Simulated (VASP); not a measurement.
Wanted: the native input for a VASP 6.6.1 run.

```yaml
Task: single point
Functional: LDA
Potentials_or_basis: VASP PAW LDA potentials, release 64 (Ir_sv_GW)
Cutoff: 500 eV
k_mesh: 12 × 12 × 12
Occupations: fermi-dirac, width 0.05 eV
Spin: no spin polarisation
Dipole_correction: no
Second_run: valence_matched
Further_INCAR_settings: ALGO = Normal; EDIFF = 1e-06; NBANDS = 14
```

The structure of Ir lies in POSCAR:

```
Ir
1.0
    0.0000000000      1.9282864624      1.9282864624
    1.9282864624      0.0000000000      1.9282864624
    1.9282864624      1.9282864624      0.0000000000
Ir
1
Direct
    0.0000000000      0.0000000000      0.0000000000
```

These files were run (other wordings do the same):

INCAR

```
SYSTEM = Ir
PREC = Accurate
ENCUT = 500
EDIFF = 1E-6
ISMEAR = -1
SIGMA = 0.05
LREAL = .FALSE.
LASPH = .TRUE.
NELM = 120
ALGO = Normal
ISIF = 2
LWAVE = .FALSE.
LCHARG = .FALSE.
NBANDS = 14
GGA_COMPAT = .FALSE.
```

KPOINTS

```
regular mesh
0
G
  12 12 12
  0 0 0
```

Potentials or basis: VASP PAW LDA potentials, release 64 (Ir_sv_GW).

Launch:

```bash
$ cat potpaw_LDA.64/Ir_sv_GW/POTCAR > POTCAR
$ mpirun -np 1 vasp_std > vasp.out
```

Results of the run:

The pressure is -15.4 GPa.

Wall time 8.7 s on 1 thread of AMD EPYC 9R14 (Zen 4), with other jobs on the host, peak memory 0.1 GiB.
